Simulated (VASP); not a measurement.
I, 1 atom in the cell. The structure is monoclinic, space group C2/m (No. 12). Conventional cell: a = 5.077 Å, b = 7.413 Å, c = 2.880 Å, α = 90.00°, β = 124.24°, γ = 90.00°. I (site symmetry 2/m) has 2 I at 2.88 Å within 3.8 Å. 

- Program: VASP 6.6.1
- Task: single point
- Functional: LDA
- Potentials or basis: VASP PAW LDA potentials, release 64 (I)
- Cutoff: 520 eV
- k mesh: 7 × 7 × 11
- Occupations: fermi-dirac, width 0.05 eV
- Spin: no spin polarisation
- Dipole correction: no
- Further INCAR settings: ALGO = Normal; EDIFF = 1e-06; NBANDS = 10

Potentials or basis: VASP PAW LDA potentials, release 64 (I).

The run is started by

```console
$ cat potpaw_LDA.64/I/POTCAR > POTCAR
$ mpirun -np 1 vasp_std > vasp.out
```

Hardware: 1 thread of AMD EPYC 7R13 (shared host).

Question: Estimate the wall time of this run.

Answer: It took 2 min on 1 thread of AMD EPYC 7R13, with other jobs on the host, peak memory 0.17 GiB. Counts: scf iterations 13, k points 156.
